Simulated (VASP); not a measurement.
Wanted: the native input for a VASP 6.6.1 run.

```yaml
Task: single point
Functional: LDA
Potentials_or_basis: VASP PAW LDA potentials, release 64 (Cd, F)
Cutoff: 520 eV
k_mesh: 8 × 8 × 8
Occupations: fermi-dirac, width 0.02 eV
Spin: no spin polarisation
Dipole_correction: no
Further_INCAR_settings: ALGO = Normal; EDIFF = 1e-06; NBANDS = 20
```

The structure of CdF2 lies in POSCAR:

```
CdF2
1.0
    0.0000000000      2.6390049769      2.6390049769
    2.6390049769      0.0000000000      2.6390049769
    2.6390049769      2.6390049769      0.0000000000
Cd F
1 2
Direct
    0.0000000000      0.0000000000      0.0000000000
    0.2500000000      0.2500000000      0.2500000000
    0.7500000000      0.7500000000      0.7500000000
```

One way to write it, as run:

INCAR

```
SYSTEM = CdF2
PREC = Accurate
ENCUT = 520
EDIFF = 1E-6
ISMEAR = -1
SIGMA = 0.02
LREAL = .False.
LASPH = .True.
NELM = 60
ALGO = Normal
ISIF = 2
LWAVE = .False.
LCHARG = .False.
GGA = CA
NBANDS = 20
```

KPOINTS

```
regular mesh
0
Gamma
  8 8 8
  0 0 0
```

Potentials or basis: VASP PAW LDA potentials, release 64 (Cd, F).

Command:

```sh
$ cat potpaw_LDA.64/Cd/POTCAR potpaw_LDA.64/F/POTCAR > POTCAR
$ mpirun -np 1 vasp_std > vasp.out
```

It gave:

| Quantity | Value |
| --- | --- |
| Pressure | 2.7 GPa |
| Band gap on the k mesh | 3.01 eV (least direct gap 3.41 eV) |

Wall time 28 s on 1 thread of AMD EPYC 7R13, with other jobs on the host, peak memory 0.12 GiB.
